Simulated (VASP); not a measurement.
Set up this calculation in VASP 6.6.1, as the native input.

- Task: single point
- Functional: BHLYP
- Potentials or basis: VASP PAW PBE potentials, release 64 (C)
- Cutoff: 520 eV
- k mesh: 7 × 7 × 7
- Occupations: fermi-dirac, width 0.05 eV
- Spin: no spin polarisation
- Dipole correction: no
- Grid for exact exchange (PRECFOCK): Normal
- Further INCAR settings: ALGO = Normal; EDIFF = 1e-07; NBANDS = 11
- Share of exact exchange: 0.5

The system is C.

```
CELL_PARAMETERS angstrom
0.00000 1.80684 1.80684
1.80684 0.00000 1.80684
1.80684 1.80684 0.00000
ATOMIC_POSITIONS crystal
C 0.75000 0.75000 0.75000
C 0.50000 0.50000 0.50000
```

The input as run:

POSCAR

```
C
1.0
    0.0000000000      1.8068380860      1.8068380860
    1.8068380860      0.0000000000      1.8068380860
    1.8068380860      1.8068380860      0.0000000000
C
2
Direct
    0.7500000000      0.7500000000      0.7500000000
    0.5000000000      0.5000000000      0.5000000000
```

INCAR.step1

```
SYSTEM = C
PREC = Accurate
ENCUT = 520
EDIFF = 1E-5
ISMEAR = -1
SIGMA = 0.05
LREAL = .FALSE.
LASPH = .TRUE.
NELM = 60
ALGO = Normal
ISIF = 2
LWAVE = .TRUE.
GGA = PE
NBANDS = 11
```

INCAR.step2

```
SYSTEM = C
PREC = Accurate
ENCUT = 520
EDIFF = 1E-7
ISMEAR = -1
SIGMA = 0.05
LREAL = .FALSE.
LASPH = .TRUE.
NELM = 60
ALGO = Normal
ISIF = 2
LWAVE = .FALSE.
LCHARG = .TRUE.
GGA = B5
LHFCALC = .TRUE.
AEXX = 0.5
ALDAX = 0.5
AGGAX = 0.5
AGGAC = 1.0
ALDAC = 0.0
PRECFOCK = Normal
LELF = .TRUE.
LVHAR = .TRUE.
ISTART = 1
NBANDS = 11
```

KPOINTS

```
Automatic mesh
0
G
  7 7 7
  0 0 0
```

Potentials or basis: VASP PAW PBE potentials, release 64 (C).

Command:

```sh
$ cat potpaw_PBE.64/C/POTCAR > POTCAR
$ cp INCAR.step1 INCAR
$ mpirun -np 1 vasp_std > vasp.out
$ cp INCAR.step2 INCAR
$ mpirun -np 1 vasp_std > vasp.out
```

It gave:

```
Pressure               : -25.4 GPa
Band gap on the k mesh : 8.46 eV (least direct gap 10.02 eV)
```

Caveat: the k points lie up to 0.43 Å⁻¹ apart; the PAW data sets were made with another functional, which shifts forces and pressure a little; an odd mesh through Γ misses points on the zone boundary, where band edges can lie.

It took 3.6 min on 1 thread of Intel(R) Xeon(R) Platinum 8488C (Sapphire Rapids) (shared host), peak memory 0.12 GiB.
